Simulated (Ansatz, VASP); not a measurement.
## ZnSe: VASP beside Ansatz

File INCAR:

```
PREC = Accurate ; ENCUT = 520
EDIFF = 1E-7 ; ISMEAR = 0
SIGMA = 0.02 ; LREAL = False
LASPH = True ; NELM = 80
ALGO = Normal ; ISIF = 2
LWAVE = False ; LCHARG = False
GGA = PE ; NBANDS = 16
```

Contents of KPOINTS:

```
Automatic mesh
0
Gamma
  8 8 8
```

Contents of POSCAR:

```
ZnSe
1.0
    0.0000000000      2.8663043628      2.8663043628
    2.8663043628      0.0000000000      2.8663043628
    2.8663043628      2.8663043628      0.0000000000
Zn Se
1 1
Direct
    0.0000000000      0.0000000000      0.0000000000
    0.7500000000      0.7500000000      0.7500000000
```

Input for Ansatz:

```yaml
crystal:
  lattice:
    - [0.0, 2.8663043628, 2.8663043628]
    - [2.8663043628, 0.0, 2.8663043628]
    - [2.8663043628, 2.8663043628, 0.0]
  atoms:
    - { symbol: Zn, position: [0.0, 0.0, 0.0] }
    - { symbol: Se, position: [0.75, 0.75, 0.75] }
basis:
  ecutwfc: 420
kpoints:
  mp_grid: { grid: [8, 8, 8] }
hamiltonian:
  xc: pbe
scf:
  occupations: { method: gaussian, width: 0.02 }
output:
  eigenvalues: true
  states_by_energy: {}
checkpoint:
  read: start.run
  write: ck
  compress: false
  write_wavefunctions: false
  write_every: 100000
```

Alike in both runs: task single point; functional PBE; k mesh 8 × 8 × 8; occupations gaussian, width 0.02 eV; no spin polarisation.

|  | VASP | Ansatz |
| --- | --- | --- |
| version | VASP 6.6.1 | Ansatz 0.2.0 |
| potentials or method | VASP PAW PBE potentials, release 64 (Zn, Se), cutoff 520 eV | scalar-relativistic, plane waves, PAW |
| valence electrons in the cell | 18 | 28 |

```tsv
	VASP	Ansatz	Ansatz less VASP
gap on the k mesh at the Fermi level (eV)	1.15	1.15	-0.001
least direct gap on the mesh (eV)	1.15	1.15	-0.001
```

VASP's potentials hold 18 valence electrons a cell and Ansatz's 28, so a difference there can come from the potentials and not from the codes.
